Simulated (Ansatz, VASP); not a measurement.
**MgS: VASP beside Ansatz**

Contents of INCAR:

```
ALGO = Normal
EDIFF = 1E-7
EDIFFG = -0.002
ENCUT = 520
GGA = PE
GGA_COMPAT = F
IBRION = 2
ISIF = 2
ISMEAR = 0
LASPH = T
LCHARG = F
LREAL = F
LWAVE = F
NELM = 120
NELMIN = 4
NSW = 60
PREC = Accurate
SIGMA = 0.02
```

KPOINTS

```
k-points
0
Gamma
  6 6 6
```

Contents of POSCAR:

```
MgS
1.0
    0.0000000000      2.5889416591      2.6307831404
    2.5889416591      0.0000000000      2.6307831404
    2.5889416591      2.5889416591      0.0000000000
Mg S
1 1
Direct
    0.0000000000      0.0000000000      0.0000000000
    0.5000000000      0.5000000000      0.5000000000
```

Input for Ansatz:

```yaml
crystal:
  lattice:
    - [0.0, 2.5889416591, 2.6307831404]
    - [2.5889416591, 0.0, 2.6307831404]
    - [2.5889416591, 2.5889416591, 0.0]
  atoms:
    - { symbol: Mg, position: [0.0, 0.0, 0.0] }
    - { symbol: S, position: [0.5, 0.5, 0.5] }
basis:
  ecutwfc: 420
kpoints:
  mp_grid: { grid: [6, 6, 6] }
hamiltonian:
  xc: pbe
  pseudopotentials: { kind: paw, azcp: { folder: soft_1 } }
scf:
  occupations: { method: gaussian, width: 0.02 }
output:
  forces: true
  stress: true
  eigenvalues: true
  write_density: true
  write_potential: true
  elf: true
  volumetric_format: npy
relax:
  adjacent_minimum: "off"
  f_tol: 0.002
  max_steps: 40
```

Change from the starting cell: strained cell.

Alike in both runs: task relaxation of the atoms; functional PBE; k mesh 6 × 6 × 6; occupations gaussian, width 0.02 eV; no spin polarisation.

```csv
,VASP,Ansatz
version,VASP 6.6.1,Ansatz 0.2.0
potentials or method,"VASP PAW PBE potentials, release 64 (Mg, S), cutoff 520 eV","scalar-relativistic, plane waves, PAW"
valence electrons in the cell,8,16
```

```tsv
	VASP	Ansatz	Ansatz less VASP
gap on the k mesh at the Fermi level, each at its own relaxed structure (eV)	2.70	2.71	+0.014
```

VASP's potentials hold 8 valence electrons a cell and Ansatz's 16, so a difference there can come from the potentials and not from the codes. Ansatz's warnings: stress scf threshold loose.

Noted on VASP's run: the relaxation stopped at its first step, so nothing moved.
